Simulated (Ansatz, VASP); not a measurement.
**One calculation of Sr, two programs**

File INCAR:

```
SYSTEM = Sr
PREC = Accurate ; ENCUT = 520
EDIFF = 1E-6 ; ISMEAR = 0
SIGMA = 0.2 ; LREAL = .False.
LASPH = .True. ; NELM = 100
ALGO = Normal ; ISIF = 2
LWAVE = .False. ; LCHARG = .False.
GGA = PE ; NBANDS = 11
```

The input KPOINTS:

```
Automatic mesh
0
Gamma
  9 9 9
  0 0 0
```

POSCAR

```
Sr
1.0
    0.0000000000      3.0191365063      3.0191365063
    3.0191365063      0.0000000000      3.0191365063
    3.0191365063      3.0191365063      0.0000000000
Sr
1
Direct
    0.0000000000      0.0000000000      0.0000000000
```

Input for Ansatz:

```yaml
crystal:
  lattice:
    - [0.0, 3.0191365063, 3.0191365063]
    - [3.0191365063, 0.0, 3.0191365063]
    - [3.0191365063, 3.0191365063, 0.0]
  atoms:
    - { symbol: Sr, position: [0.0, 0.0, 0.0] }
hamiltonian:
  xc: pbe
  pseudopotentials:
    kind: paw
    azcp:
      Sr: "pseudopotentials/Sr.paw.azcp"
basis:
  ecutwfc: 420
  fft_grid_basis: typed
kpoints:
  mp_grid: { grid: [9, 9, 9], shift: [0, 0, 0] }
magnetization:
  spin_polarized: false
scf:
  occupations: { method: gaussian, width: 0.2 }
  lower_state_search: "off"
output:
  stress: true
```

Alike in both runs: task single point; functional PBE; k mesh 9 × 9 × 9; occupations gaussian, width 0.2 eV; no spin polarisation.

```csv
,VASP,Ansatz
version,VASP 6.6.1,Ansatz 0.2.0
potentials or method,"VASP PAW PBE potentials, release 64 (Sr_sv), cutoff 520 eV","plane waves (420 eV) with PAW, scalar-relativistic"
valence electrons in the cell,10,10
```

|  | VASP | Ansatz | Ansatz less VASP |
| --- | --- | --- | --- |
| pressure (GPa) | 0.0 | 0.0 | -0.01 |

The functional is the same, so the differences come from potentials, cutoffs and numerics.
